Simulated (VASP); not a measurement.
A run of VASP 6.6.1:

The input INCAR:

```
PREC = Accurate
ENCUT = 500
EDIFF = 1E-6
ISMEAR = -1
SIGMA = 0.05
LREAL = False
LASPH = True
NELM = 120
ALGO = Normal
ISIF = 2
LWAVE = False
LCHARG = False
GGA = PE
NBANDS = 16
GGA_COMPAT = False
```

The input KPOINTS:

```
Automatic mesh
0
Gamma
  7 7 7
```

Contents of POSCAR:

```
InSe
1.0
    3.6798354811      0.0000000000      0.0000000000
    0.0000000000      3.6798354811      0.0000000000
    0.0000000000      0.0000000000      3.6798354811
In Se
1 1
Direct
    0.5000000000      0.5000000000      0.5000000000
    0.0000000000      0.0000000000      0.0000000000
```

Potentials or basis: VASP PAW PBE potentials, release 64 (In_d, Se).

The run is started by

```sh
$ cat potpaw_PBE.64/In_d/POTCAR potpaw_PBE.64/Se/POTCAR > POTCAR
$ mpirun -np 1 vasp_std > vasp.out
```

Hardware: 1 thread of Intel Xeon 8259CL (shared host).

Problem. Estimate the wall time of this run.

Solution. Wall time 25 s on 1 thread of Intel Xeon 8259CL, on a shared host, peak memory 0.16 GiB. Counts: scf iterations 12, k points 20.
